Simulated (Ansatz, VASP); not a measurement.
**Fe in VASP and in Ansatz**

```
Fe
1.0
     4.58569    0.00000    0.00000
     0.00000    4.58569    0.00000
     0.00000    0.00000    4.58569
Fe
8
Cartesian
  4.5857 4.5857 4.5857
  2.2928 2.2928 2.2928
  1.1464 0.0000 2.2928
  3.4393 4.5857 2.2928
  2.2928 1.1464 4.5857
  2.2928 3.4393 4.5857
  0.0000 2.2928 1.1464
  0.0000 2.2928 3.4393
```

Alike in both runs: functional revPBE; k mesh 6 × 6 × 6; occupations fermi-dirac, width 0.05 eV; collinear spin.

Ansatz relaxed the structure, and its values are those at the end. VASP's run is a single point on that final structure, the one shown.

```csv
,VASP,Ansatz
version,VASP 6.6.1,Ansatz 0.2.0
potentials or method,"VASP PAW PBE potentials, release 64 (Fe), cutoff 520 eV","plane waves (420 eV) with PAW, scalar-relativistic"
valence electrons in the cell,64,128
```

VASP gave:

| Property | Result |
| --- | --- |
| pressure (GPa) | 0.4 |
| net moment per atom (μB) | 2.44 |
| size of the moment on the site where the two differ most (μB) | 2.46 |

Task: What did Ansatz give for the same quantities?

Result: Pressure (GPa): 0.0; net moment per atom (μB): 2.41; size of the moment on the site where the two differ most (μB): 2.49.

VASP's potentials were made for PBE, not for revPBE. Site moments also hang on the region over which each program counts them. With one functional, cell and mesh, what is left measures potentials, basis and numerics. VASP's potentials hold 64 valence electrons a cell and Ansatz's 128, so a difference there can come from the potentials and not from the codes.
